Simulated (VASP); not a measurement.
A run of VASP 6.6.1 is set up as follows.

The input INCAR:

```
PREC = Accurate
ENCUT = 520
EDIFF = 1E-8
ISMEAR = -1
SIGMA = 0.05
LREAL = False
LASPH = True
NELM = 80
ALGO = Normal
ISIF = 2
LWAVE = False
LCHARG = False
GGA = PE
LEFG = True
NBANDS = 14
```

Contents of KPOINTS:

```
regular mesh
0
Gamma
  14 14 8
```

File POSCAR:

```
Re
1.0
    2.6029010724      0.0000000000      0.0000000000
   -1.3014505362      2.2541784522      0.0000000000
    0.0000000000      0.0000000000      4.1620000000
Re
2
Direct
    0.3333333333      0.6666666667      0.2500000000
    0.6666666667      0.3333333333      0.7500000000
```

Potentials or basis: VASP PAW PBE potentials, release 64 (Re).

Run with:

```bash
$ cat potpaw_PBE.64/Re/POTCAR > POTCAR
$ mpirun -np 1 vasp_std > vasp.out
```

**Question.** Estimate the pressure.

**Answer.** 116.8 GPa.

**Question.** Predict the band gap on the k mesh.

**Answer.** Zero (band 7 reaches 12.30 eV, above the bottom of band 8 at 8.00 eV).

Electric field gradients, principal values (V/Å²):
| atom | least | middle | greatest (by size) |
| --- | --- | --- | --- |
| 1 Re | 53.344 | 53.345 | -106.689 |
| 2 Re | 53.344 | 53.345 | -106.689 |

Caveat: without QUAD_EFG the Cq values of the log hold for a quadrupole moment of 1 mb, not for the nuclei; spin-orbit coupling is left out, which moves the levels of the heavy elements.
